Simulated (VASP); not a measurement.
Write the native input for VASP 6.6.1 that does the following.

```
Task                   : single point
Functional             : LDA
Potentials or basis    : VASP PAW LDA potentials, release 64 (Mn_pv, O)
Cutoff                 : 520 eV
k mesh                 : 10 × 10 × 10
Occupations            : fermi-dirac, width 0.3 eV
Spin                   : collinear spin, ferromagnetic start
Starting moments       : [4.0, 0.0] μB
Dipole correction      : no
Further INCAR settings : ALGO = Normal; EDIFF = 1e-06; NBANDS = 20
```

The structure of MnO lies in POSCAR:

```
MnO
1.0
    0.0000000000      2.1462829020      2.1462829020
    2.1462829020      0.0000000000      2.1462829020
    2.1462829020      2.1462829020      0.0000000000
Mn O
1 1
Direct
    0.0000000000      0.0000000000      0.0000000000
    0.5000000000      0.5000000000      0.5000000000
```

These files were run (other wordings do the same):

INCAR

```
SYSTEM = MnO
PREC = Accurate
ENCUT = 520
EDIFF = 1E-6
ISMEAR = -1
SIGMA = 0.3
LREAL = .False.
LASPH = .True.
NELM = 150
ALGO = Normal
ISIF = 2
LWAVE = .False.
LCHARG = .False.
ISPIN = 2
MAGMOM = 4 0
LORBIT = 11
LMAXMIX = 4
GGA = CA
NBANDS = 20
```

KPOINTS

```
Automatic mesh
0
Gamma
  10 10 10
  0 0 0
```

Potentials or basis: VASP PAW LDA potentials, release 64 (Mn_pv, O).

Run with:

```console
$ cat potpaw_LDA.64/Mn_pv/POTCAR potpaw_LDA.64/O/POTCAR > POTCAR
$ mpirun -np 1 vasp_std > vasp.out
```

Results of the run:

The pressure is -10.0 GPa, the net moment is 3.94 μB per cell and the site moments are Mn +3.63; O +0.14 μB. The valence electrons inside the program's atomic spheres are Mn 11.51; O 4.96.

Caveat: the cell stands under tension; so wide a smearing shifts energies and pressures; a cell with one magnetic atom can't hold antiferromagnetic order, which such compounds often take.

Run time: 18 s on 1 thread of Intel(R) Xeon(R) Platinum 8488C (Sapphire Rapids) (shared host), peak memory 0.15 GiB.
